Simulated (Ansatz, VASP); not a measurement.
# Two plane-wave programs on TiPt3

```
Ti Pt
1.0
     3.99770    0.00000    0.00000
     0.00000    3.99770    0.00000
     0.00000    0.00000    3.99770
Ti Pt
1 3
Cartesian
  0.0000 0.0000 0.0000
  0.0000 1.9989 1.9989
  1.9989 0.0000 1.9989
  1.9989 1.9989 0.0000
```

Alike in both runs: functional r2SCAN; k mesh 9 × 9 × 9; occupations fermi-dirac, width 0.1 eV; no spin polarisation.

Ansatz relaxed the structure, and its values are those at the end. VASP's run is a single point on that final structure, the one shown.

```csv
,VASP,Ansatz
version,VASP 6.6.1,Ansatz 0.2.0
potentials or method,"VASP PAW PBE potentials, release 64 (Ti_sv, Pt), cutoff 520 eV",PAW plane waves
valence electrons in the cell,42,66
```

VASP gave:

```
pressure (GPa) : -12.4
```

**Question.** Estimate Ansatz's values.

**Answer.** Pressure (GPa): -12.9.

VASP's potentials were made for PBE, not for r2SCAN. VASP's potentials hold 42 valence electrons a cell and Ansatz's 66, so a difference there can come from the potentials and not from the codes. Ansatz's warnings: stress scf threshold loose.

Spin-orbit coupling is off throughout.
